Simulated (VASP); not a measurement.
Set up this calculation in VASP 6.6.1, as the native input.

- Task: single point
- Functional: BLYP
- Potentials or basis: VASP PAW PBE potentials, release 64 (K_sv)
- Cutoff: 520 eV
- k mesh: 14 × 14 × 14
- Occupations: fermi-dirac, width 0.1 eV
- Spin: no spin polarisation
- Dipole correction: no
- Further INCAR settings: ALGO = Normal; EDIFF = 1e-06; NBANDS = 10

The structure of K lies in POSCAR:

```
K
1.0
   -2.6257321141      2.6257321141      2.6257321141
    2.6257321141     -2.6257321141      2.6257321141
    2.6257321141      2.6257321141     -2.6257321141
K
1
Direct
    0.0000000000      0.0000000000      0.0000000000
```

One way to write it, as run:

INCAR

```
SYSTEM = K
PREC = Accurate
ENCUT = 520
EDIFF = 1E-6
ISMEAR = -1
SIGMA = 0.1
LREAL = .FALSE.
LASPH = .TRUE.
NELM = 60
ALGO = Normal
ISIF = 2
LWAVE = .FALSE.
LCHARG = .FALSE.
GGA = B5
ALDAX = 1.0
AGGAX = 1.0
AGGAC = 1.0
ALDAC = 0.0
NBANDS = 10
```

KPOINTS

```
Automatic mesh
0
G
  14 14 14
  0 0 0
```

Potentials or basis: VASP PAW PBE potentials, release 64 (K_sv).

Run with:

```console
$ cat potpaw_PBE.64/K_sv/POTCAR > POTCAR
$ mpirun -np 1 vasp_std > vasp.out
```

Results of the run:

```yaml
Pressure: 0.2 GPa
Band_gap_on_the_k_mesh: zero (an odd number of electrons rules out a gap without spin polarisation)
```

Caveat: the PAW data sets were made with another functional, which shifts forces and pressure a little.

It took 54 s on 1 thread of Intel(R) Xeon(R) Platinum 8488C (Sapphire Rapids), with other jobs on the host, peak memory 0.23 GiB.
